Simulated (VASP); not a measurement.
LiH:

```
Li H
1.0
     2.53762    0.00000    0.00000
     0.00000    2.53762    0.00000
     0.00000    0.00000    3.40707
Li H
1 1
Cartesian
  0.0000 0.0000 0.0000
  1.2688 1.2688 0.0000
```

The cell was generated, and may not be a known phase.

* Program: VASP 6.6.1
* Task: relaxation of cell and atoms
* Functional: PBE
* Potentials or basis: VASP PAW PBE potentials, release 64 (Li_sv, H_h)
* Cutoff: 1230 eV
* k mesh: 6 × 6 × 6
* Occupations: gaussian, width 0.1 eV
* Spin: no spin polarisation

At the start: pressure 4.3 GPa; volume 10.97 Å³/atom.

Problem. How do energy, volume and symmetry change on relaxing?

Solution. Over 9 steps the energy falls by 25.9 meV/atom and the volume is 13.58 Å³/atom (+23.8 %); space group P4/mmm (No. 123, to 0.1 Å) before and after.

Step by step:
```csv
step,energy change (eV),largest force (eV/Å),pressure (GPa),volume (Å³)
1,0.0000,0.0000,4.31,21.94
2,-0.0275,0.0000,2.65,22.89
3,-0.0418,0.0000,-0.38,25.05
4,-0.0435,0.0000,0.21,24.53
5,-0.0436,0.0000,0.29,24.47
6,-0.0442,0.0000,0.27,24.59
7,-0.0460,0.0000,0.23,24.96
8,-0.0486,0.0000,0.16,25.69
9,-0.0519,0.0000,0.09,27.16
```

Final structure:
```cif
data_structure
_symmetry_space_group_name_H-M 'P 1'
_symmetry_Int_Tables_number 1
_cell_length_a 2.6818
_cell_length_b 2.6818
_cell_length_c 3.7762
_cell_angle_alpha 90.000
_cell_angle_beta 90.000
_cell_angle_gamma 90.000
_cell_volume 27.16
loop_
_atom_site_label
_atom_site_type_symbol
_atom_site_fract_x
_atom_site_fract_y
_atom_site_fract_z
_atom_site_occupancy
Li1 Li 0.00000 0.00000 0.00000 1
H1 H 0.50000 0.50000 0.00000 1
```

Caveat: the volume moved by over 15 % at a fixed basis, so the end points are rough.
